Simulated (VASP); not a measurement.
# ZrO2 (Fm-3m) in VASP: single point with PBE

Aim: the single point of ZrO2 with PBE.

All numbers are computed with VASP 6.6.1; they aren't measurements. Logs are shortened: lines on timing, memory, paths and dates and some standing lists are left out, and cuts for length are marked.

### 1 The cell of the first run

Symmetry: Fm-3m, No. 225, cubic system. Conventional cell: a = 5.070 Å, b = 5.070 Å, c = 5.070 Å, α = 90.00°, β = 90.00°, γ = 90.00°. Within 2.9 Å of Zr (site symmetry m-3m) lie 8 O at 2.20 Å. O (site symmetry -43m) has 4 Zr at 2.20 Å and 6 O at 2.53 Å within 2.9 Å.

### 2 Single point, PBE, non-collinear spin, zero start, spin-orbit coupling

The input, INCAR:

```
SYSTEM = ZrO2
ALGO     = Normal         ! electronic algorithm
EDIFF    = 1E-6           ! SCF threshold, eV
ENCUT    = 600            ! plane-wave cutoff, eV
GGA      = PE             ! functional
GGA_COMPAT= .FALSE.      
ISIF     = 2              ! what is computed and relaxed
ISMEAR   = 0              ! smearing method
LASPH    = .TRUE.         ! aspherical terms in the spheres
LCHARG   = .TRUE.         ! write CHGCAR
LMAXMIX  = 4              ! l up to which the mixer works
LNONCOLLINEAR= .TRUE.         ! non-collinear magnetism
LORBIT   = 11             ! projections on sites
LORBMOM  = .TRUE.       
LREAL    = .FALSE.        ! projectors in reciprocal space
LSORBIT  = .TRUE.         ! spin-orbit coupling
LVHAR    = .TRUE.       
LWAVE    = .FALSE.        ! write WAVECAR
MAGMOM   = 0 0 0 0 0 0 0 0 0 ! initial moments
NBANDS   = 37             ! bands
NELM     = 200            ! most SCF steps
PREC     = Accurate       ! precision mode
SIGMA    = 0.01           ! smearing width, eV
```

The input, KPOINTS:

```
k-points
0
G
  6 6 6
  0 0 0
```

The input, POSCAR:

```
ZrO2
1.0
    3.5850310000      0.0000000000      0.0000000000
    1.7925155000      3.1047279194      0.0000000000
    1.7925155000      1.0349093065      2.9271655540
Zr O
1 2
Direct
    0.0000000000      0.0000000000      0.0000000000
    0.2500000000      0.2500000000      0.2500000000
    0.7500000000      0.7500000000      0.7500000000
```

Potentials or basis: VASP PAW PBE potentials, release 64 (Zr_sv, O).

On the command line:

```sh
$ cat potpaw_PBE.64/Zr_sv/POTCAR potpaw_PBE.64/O/POTCAR > POTCAR
$ mpirun -np 1 vasp_ncl > vasp.out
```

OUTCAR:

```text
SYSTEM = ZrO2
   EDIFF = 1E-6
   ENCUT = 600
   GGA = PE
   ISIF = 2
   ISMEAR = 0
   LASPH = .TRUE.
   LNONCOLLINEAR = .TRUE.
   LORBIT = 11
   LREAL = .FALSE.
   LSORBIT = .TRUE.
   NELM = 200
   PREC = Accurate

 ion  position               nearest neighbor table
   1  0.000  0.000  0.000-   3 2.20   2 2.20   3 2.20   2 2.20   2 2.20   3 2.20   2 2.20   3 2.20

   2  0.250  0.250  0.250-   1 2.20   1 2.20   1 2.20   1 2.20
   3  0.750  0.750  0.750-   1 2.20   1 2.20   1 2.20   1 2.20

  LATTYP: Found a face centered cubic cell.
 ALAT       =     5.0699994618

  Lattice vectors:

 A1 = (   3.5850310000,   0.0000000000,   0.0000000000)
 A2 = (   1.7925155000,   3.1047279194,   0.0000000000)
 A3 = (   1.7925155000,   1.0349093065,   2.9271655540)

Analysis of symmetry for initial positions (statically):
=====================================================================
 Subroutine PRICEL returns:
 Original cell was already a primitive cell.

 Routine SETGRP: Setting up the symmetry group for a
 face centered cubic supercell.

 Subroutine GETGRP returns: Found 48 space group operations
 (whereof 48 operations were pure point group operations)
 out of a pool of 48 trial point group operations.

The static configuration has the point symmetry O_h .

Analysis of symmetry for dynamics (positions and initial velocities):
=====================================================================
 Subroutine PRICEL returns:
 Original cell was already a primitive cell.

 Routine SETGRP: Setting up the symmetry group for a
 face centered cubic supercell.

 Subroutine GETGRP returns: Found 48 space group operations
 (whereof 48 operations were pure point group operations)
 out of a pool of 48 trial point group operations.

The dynamic configuration has the point symmetry O_h .

Analysis of structural, dynamic, and magnetic symmetry:
=====================================================================
 Subroutine PRICEL returns:
 Original cell was already a primitive cell.

 Routine SETGRP: Setting up the symmetry group for a
 face centered cubic supercell.

 Subroutine GETGRP returns: Found 48 space group operations
 (whereof 48 operations were pure point group operations)
 out of a pool of 48 trial point group operations.

The overall configuration has the point symmetry O_h .

 Subroutine INISYM returns: Found 48 space group operations
 (whereof 48 operations are pure point group operations),
[... 796 lines left out ...]
      0.00000      0.00000      0.00000         0.000000      0.000000      0.000000
      1.79252      1.03491      0.73179        -0.000000     -0.000000      0.000000
      5.37755      3.10473      2.19537         0.000000      0.000000     -0.000000
 -----------------------------------------------------------------------------------
    total drift:                                0.000000      0.000000      0.000000

  FREE ENERGIE OF THE ION-ELECTRON SYSTEM (eV)
  ---------------------------------------------------
  free  energy   TOTEN  =       -28.6184730153 eV

  energy  without entropy=      -28.6184730153  energy(sigma->0) =      -28.61847302

 orbital moment (x)

 # of ion     p       d       tot
 ----------------------------------------
  1        -0.000   0.000   0.000
  2         0.000   0.000   0.000
  3         0.000   0.000   0.000
 ----------------------------------------
            0.000   0.000   0.000

 orbital moment (y)

 # of ion     p       d       tot
 ----------------------------------------
  1         0.000  -0.000  -0.000
  2         0.000   0.000   0.000
  3         0.000   0.000   0.000
 ----------------------------------------
            0.000  -0.000   0.000

 orbital moment (z)

 # of ion     p       d       tot
 ----------------------------------------
  1         0.000   0.000   0.000
  2        -0.000   0.000  -0.000
  3        -0.000   0.000  -0.000
 ----------------------------------------
           -0.000   0.000  -0.000

 Spin-Orbit-Coupling matrix elements

 Ion:    1  E_soc:     -0.1326964
 l=   1
     0.0000000    -0.0218001    -0.0218001
    -0.0218001     0.0000000    -0.0218001
    -0.0218001    -0.0218001     0.0000000
 l=   2
     0.0000000    -0.0000604     0.0000000    -0.0000604    -0.0002603
    -0.0000604     0.0000000    -0.0001953    -0.0000556    -0.0000604
     0.0000000    -0.0001953     0.0000000    -0.0001953     0.0000000
    -0.0000604    -0.0000556    -0.0001953     0.0000000    -0.0000604
    -0.0002603    -0.0000604     0.0000000    -0.0000604     0.0000000
 l=   3
     0.0000000     0.0000000     0.0000000     0.0000000     0.0000000     0.0000000     0.0000000
     0.0000000     0.0000000     0.0000000     0.0000000     0.0000000     0.0000000     0.0000000
     0.0000000     0.0000000     0.0000000     0.0000000     0.0000000     0.0000000     0.0000000
     0.0000000     0.0000000     0.0000000     0.0000000     0.0000000     0.0000000     0.0000000
[... 29 lines left out ...]
 l=   2
     0.0000000     0.0000000     0.0000000     0.0000000     0.0000000
     0.0000000     0.0000000     0.0000000     0.0000000     0.0000000
     0.0000000     0.0000000     0.0000000     0.0000000     0.0000000
     0.0000000     0.0000000     0.0000000     0.0000000     0.0000000
     0.0000000     0.0000000     0.0000000     0.0000000     0.0000000
 l=   3
     0.0000000     0.0000000     0.0000000     0.0000000     0.0000000     0.0000000     0.0000000
     0.0000000     0.0000000     0.0000000     0.0000000     0.0000000     0.0000000     0.0000000
     0.0000000     0.0000000     0.0000000     0.0000000     0.0000000     0.0000000     0.0000000
     0.0000000     0.0000000     0.0000000     0.0000000     0.0000000     0.0000000     0.0000000
     0.0000000     0.0000000     0.0000000     0.0000000     0.0000000     0.0000000     0.0000000
     0.0000000     0.0000000     0.0000000     0.0000000     0.0000000     0.0000000     0.0000000
     0.0000000     0.0000000     0.0000000     0.0000000     0.0000000     0.0000000     0.0000000

 total charge

# of ion       s       p       d       tot
------------------------------------------
    1        2.171   6.056   1.322   9.549
    2        1.561   3.548   0.000   5.109
    3        1.561   3.548   0.000   5.109
--------------------------------------------------
tot          5.294  13.151   1.322  19.767

 magnetization (x)

# of ion       s       p       d       tot
------------------------------------------
    1       -0.000   0.000  -0.000  -0.000
    2        0.000   0.000   0.000   0.000
    3        0.000   0.000   0.000   0.000
--------------------------------------------------
tot          0.000   0.000  -0.000   0.000

 magnetization (y)

# of ion       s       p       d       tot
------------------------------------------
    1        0.000  -0.000  -0.000   0.000
    2        0.000   0.000   0.000   0.000
    3       -0.000   0.000   0.000   0.000
--------------------------------------------------
tot         -0.000   0.000  -0.000   0.000

 magnetization (z)

# of ion       s       p       d       tot
------------------------------------------
    1        0.000  -0.000   0.000   0.000
    2        0.000  -0.000   0.000  -0.000
    3        0.000  -0.000   0.000  -0.000
--------------------------------------------------
tot          0.000  -0.000   0.000  -0.000
```

OSZICAR:

```text
N       E                     dE             d eps       ncg     rms          rms(c)
DAV:   1     0.225770515441E+03    0.22577E+03   -0.14677E+04  1184   0.149E+03
DAV:   2    -0.192578241980E+02   -0.24503E+03   -0.23032E+03  1395   0.401E+02
DAV:   3    -0.342504298902E+02   -0.14993E+02   -0.14872E+02  1678   0.933E+01
DAV:   4    -0.349201085512E+02   -0.66968E+00   -0.66762E+00  1751   0.144E+01
DAV:   5    -0.349302585934E+02   -0.10150E-01   -0.10150E-01  1494   0.163E+00    0.255E+01
DAV:   6    -0.286486032630E+02    0.62817E+01   -0.16827E+01  1349   0.413E+01    0.824E+00
DAV:   7    -0.286506415010E+02   -0.20382E-02   -0.13574E+00  1559   0.857E+00    0.727E+00
DAV:   8    -0.286377227291E+02    0.12919E-01   -0.38096E-01  1288   0.577E+00    0.248E+00
DAV:   9    -0.286173833689E+02    0.20339E-01   -0.75163E-02  1426   0.221E+00    0.374E-01
DAV:  10    -0.286188140166E+02   -0.14306E-02   -0.62751E-03  1345   0.916E-01    0.487E-01
DAV:  11    -0.286184593350E+02    0.35468E-03   -0.77957E-04  1308   0.338E-01    0.119E-01
DAV:  12    -0.286184649404E+02   -0.56054E-05   -0.18464E-04  1590   0.136E-01    0.451E-02
DAV:  13    -0.286184775892E+02   -0.12649E-04   -0.60252E-05  1254   0.866E-02    0.387E-02
DAV:  14    -0.286184728077E+02    0.47815E-05   -0.54263E-06  1360   0.324E-02    0.370E-03
DAV:  15    -0.286184730153E+02   -0.20759E-06   -0.66240E-07  1113   0.638E-03
   1 F= -.28618473E+02 E0= -.28618473E+02  d E =-.587911E-26  mag=     0.0000    -0.0000    -0.0000
```

stdout:

```text
POSCAR found type information on POSCAR ZrO
 POSCAR found :  2 types and       3 ions
 scaLAPACK will be used
 LDA part: xc-table for (Slater+PW92), standard interpolation
 POSCAR, INCAR and KPOINTS ok, starting setup
 FFT: planning ... GRIDC
 FFT: planning ... GRID_SOFT
 FFT: planning ... GRID
 WAVECAR not read
 entering main loop
```

Run time: 2.3 min. Hardware: 1 thread of Intel Xeon 8259CL, shared host; peak memory 0.29 GiB.

What came out:

```
Free energy                                           : -28.6185 eV
Pressure                                              : 6.9 GPa
Net moment                                            : 0.00 μB per cell
Valence electrons inside the program's atomic spheres : Zr 9.55; O 5.11
```

Moments on the atoms (μB; x, y, z):
```
Zr  0.00 0.00 0.00
O   0.00 0.00 0.00
O   0.00 0.00 0.00
```

Caveat: the cell stands under pressure.
